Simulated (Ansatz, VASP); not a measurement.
Te: VASP beside Ansatz

```xyz
3
Lattice="4.3532 0.0000 0.0000 -2.1766 3.7700 0.0000 0.0000 0.0000 5.9818" Properties=species:S:1:pos:R:3 pbc="T T T"
Te   -0.9336    3.7700    1.9939
Te    3.7317    1.0765    3.9879
Te    1.5551    2.6935    5.9818
```

Alike in both runs: task single point; functional LDA; k mesh 8 × 8 × 5; occupations fermi-dirac, width 0.05 eV; no spin polarisation.

|  | VASP | Ansatz |
| --- | --- | --- |
| version | VASP 6.6.1 | Ansatz 0.2.0 |
| potentials or method | VASP PAW LDA potentials, release 64 (Te), cutoff 520 eV | plane waves (420 eV) with PAW, scalar-relativistic |
| valence electrons in the cell | 18 | 48 |

Ansatz gave:

| Quantity | Value |
| --- | --- |
| pressure (GPa) | -2.2 |
| traceless stress, the component that is largest in VASP (GPa) | -0.39 |

Task: Estimate VASP's values.

Result: Pressure (GPa): -2.1; traceless stress, the component that is largest in VASP (GPa): -0.33.

Ansatz warns that its potentials were made for another functional, while VASP's fit it. LDA's correlation is that of Perdew and Zunger in VASP and of Perdew and Wang (1992) in Ansatz. VASP's potentials hold 18 valence electrons a cell and Ansatz's 48, so a difference there can come from the potentials and not from the codes.

Spin-orbit coupling is off throughout.
